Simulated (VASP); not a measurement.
CdInS2: single point with PBE

Crystal: CdInS2.

```
Cd In S
1.0
     3.86950    0.00000    0.00000
    -1.93475    3.35108    0.00000
     0.00000    0.00000    6.81053
Cd In S
1 1 2
Direct
  0.00000 0.00000 0.00000
  0.00000 0.00000 0.50000
  0.66667 0.33333 0.75505
  0.33333 0.66667 0.24495
```

```
Program                : VASP 6.6.1
Task                   : single point
Functional             : PBE
Potentials or basis    : VASP PAW PBE potentials, release 64 (Cd, In_d, S)
Cutoff                 : 520 eV
k mesh                 : 3 × 3 × 2
Occupations            : fermi-dirac, width 0.05 eV
Spin                   : no spin polarisation
Dipole correction      : no
Further INCAR settings : ALGO = Normal; EDIFF = 1e-06; NBANDS = 26
```

```json
{
  "Pressure": "1.1 GPa",
  "Largest force": "0.160 eV/Å",
  "Band gap on the k mesh": "zero (an odd number of electrons rules out a gap without spin polarisation)"
}
```

Forces in eV/Å, atoms in the order of the input:
```
Cd   0.000  0.000  0.000
In   0.000  0.000  0.000
S    0.000  0.000  0.160
S    0.000  0.000 -0.160
```

Stress tensor (GPa, compression positive):
```
 2.55  0.00  0.00
 0.00  2.55  0.00
 0.00  0.00 -1.69
```

Levels at points of the mesh, in eV from the Fermi level:
```
           k point  band 15  band 16  band 17  band 18  band 19  band 20  band 21  band 22
(0.00, 0.00, 0.00)    -2.18    -2.18    -2.05    -1.68    -1.68     1.66     4.23     4.68
(0.00, 0.00, 0.50)    -2.00    -2.00    -1.85    -1.85     0.40     0.96     4.36     4.72
```

It took 20 s on 1 thread of Intel Xeon 8259CL (shared host), peak memory 0.21 GiB.

Caveat: the k points lie up to 0.62 Å⁻¹ apart, too coarse for converged energies and pressures of a metal; spin-orbit coupling is left out, which moves the levels of the heavy elements.
